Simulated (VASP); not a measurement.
Runs of VASP 6.6.1 on SrMg. The structure is that of space group Pm-3m (No. 221), or close to it. The cells are those of the table. 

```tsv
cell	gap on the mesh (eV)	pressure (GPa)
a = 3.958, b = 3.958, c = 4.017 Å, 2 atoms	none	1.4
a = 3.900, b = 3.900, c = 4.017 Å, 2 atoms	none	2.3
a = 3.783, b = 3.783, c = 3.841 Å, 2 atoms	none	6.4
a = 3.958, b = 3.958, c = 3.841 Å, 2 atoms	none	(a)
a = 4.017, b = 4.017, c = 3.958 Å, 2 atoms	none	1.0
a = 4.017, b = 4.017, c = 3.783 Å, 2 atoms	none	2.3
a = 3.783, b = 3.783, c = 3.900 Å, 2 atoms	none	5.7
a = 4.017, b = 4.017, c = 3.900 Å, 2 atoms	none	1.4
a = 3.958, b = 3.958, c = 3.900 Å, 2 atoms	none	2.3
a = 3.841, b = 3.841, c = 3.783 Å, 2 atoms	none	5.7
a = 4.017, b = 4.017, c = 3.841 Å, 2 atoms	none	1.8
```

Alike in all rows: task single point; level LDA; potentials or basis VASP PAW LDA potentials, release 64 (Sr_sv, Mg); no spin polarisation; k mesh 12 × 12 × 12; cutoff (eV) 520; smearing gaussian 0.15 eV.

Question: Fill in the values left out.

Answer: (a) 2.8.

Caveats: the cell stands under pressure (at least some runs).

A k mesh can miss the band edges, and the runs leave out spin-orbit coupling on Sr.

A gap of «none» marks levels without a gap at the run's occupations.
